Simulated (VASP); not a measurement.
TaN, 2 atoms in the cell. The structure is tetragonal, space group I4/mmm (No. 139). Conventional cell: a = 3.082 Å, b = 3.082 Å, c = 4.423 Å, α = 90.00°, β = 90.00°, γ = 90.00°. Within 2.9 Å of Ta (site symmetry 4/mmm) lie 6 N at 2.18 to 2.21 Å. N (site symmetry 4/mmm) has 6 Ta at 2.18 to 2.21 Å within 2.9 Å.  This cell differs from its parent crystal: strain +0.0150 x Voigt [0, 1, 0, 0, 0, 0].

| Item | Value |
| --- | --- |
| Program | VASP 6.6.1 |
| Task | single point |
| Functional | r2SCAN |
| Potentials or basis | VASP PAW PBE potentials, release 64 (Ta_pv, N) |
| Cutoff | 520 eV |
| k mesh | 18 × 18 × 18 |
| Occupations | gaussian, width 0.15 eV |
| Spin | no spin polarisation |
| Dipole correction | no |
| Further INCAR settings | ALGO = Normal; EDIFF = 1e-06; NBANDS = 15 |

Potentials or basis: VASP PAW PBE potentials, release 64 (Ta_pv, N).

Command:

```sh
$ cat potpaw_PBE.64/Ta_pv/POTCAR potpaw_PBE.64/N/POTCAR > POTCAR
$ cp INCAR.step1 INCAR
$ mpirun -np 1 vasp_std > vasp.out
$ cp INCAR.step2 INCAR
$ mpirun -np 1 vasp_std > vasp.out
```

Hardware: 1 thread of Intel(R) Xeon(R) 6975P-C (Granite Rapids), on a shared host.

Question: Estimate the wall time of this run.

Answer: It took 2.1 min on 1 thread of Intel(R) Xeon(R) 6975P-C (Granite Rapids) (shared host), peak memory 0.27 GiB. Counts: k points 480.
